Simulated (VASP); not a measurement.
Runs of VASP 6.6.1 on AlNi. The structure is that of space group Pm-3m (No. 221), or close to it. The cells are those of the table. 

| task | level | spin | fixed moment (μB) | cell | k mesh | cutoff (eV) | smearing | gap on the mesh (eV) | pressure (GPa) | moment (μB) | relaxed volume (Å³/atom) |
| --- | --- | --- | --- | --- | --- | --- | --- | --- | --- | --- | --- |
| single point | PBEsol | collinear, ferromagnetic start | 1.0 | a = 2.881 Å, 2 atoms | 8 × 8 × 8 | 520 | fermi-dirac 0.05 eV | - | (b) | 1.00 | - |
| single point | BLYP | collinear, ferromagnetic start | - | a = 2.921 Å, 2 atoms | 9 × 9 × 9 | 520 | fermi-dirac 0.05 eV | none | 0.3 | 0.00 | - |
| single point | PBEsol | collinear, zero start | 0.0 | a = 2.881 Å, 2 atoms | 8 × 8 × 8 | 520 | fermi-dirac 0.05 eV | - | (a) | 0.00 | - |
| relaxation of cell and atoms | PBEsol | collinear, ferromagnetic start | - | relaxed to 30 GPa from a = 2.881 Å, 2 atoms | 9 × 9 × 9 | 600 | fermi-dirac 0.05 eV | none | 29.9 | 0.00 | - |
| relaxation of cell and atoms | PBEsol | collinear, ferromagnetic start | - | relaxed from a = 2.881 Å, 2 atoms | 9 × 9 × 9 | 600 | fermi-dirac 0.05 eV | none | 0.0 | 0.00 | 11.72 |
| relaxation of cell and atoms | PBE+D3(BJ) | collinear, ferromagnetic start | - | relaxed from a = 2.881 Å, 2 atoms | 9 × 9 × 9 | 600 | fermi-dirac 0.05 eV | none | 0.0 | 0.00 | 11.65 |
| single point | RPBE | collinear, ferromagnetic start | - | a = 2.916 Å, 2 atoms | 9 × 9 × 9 | 520 | fermi-dirac 0.05 eV | none | 0.0 | 0.00 | - |
| single point | PBE | collinear, ferromagnetic start | - | a = 2.881 Å, 2 atoms | 9 × 9 × 9 | 520 | gaussian 0.027 eV | none | 1.9 | 0.00 | - |

Alike in all rows: potentials or basis VASP PAW PBE potentials, release 64 (Ni, Al).

Question: Fill in the values left out.

Answer: (a) -3.0; (b) 0.7.

Caveats: the PAW data sets were made with another functional, which shifts forces and pressure a little (at least some runs); the total moment is fixed, so each spin has its own Fermi level (at least some runs); the cell stands under tension (at least some runs); the cell is relaxed towards a set pressure, so the run minimises the enthalpy, not the energy (at least some runs).

A gap of «none» marks levels without a gap at the run's occupations.
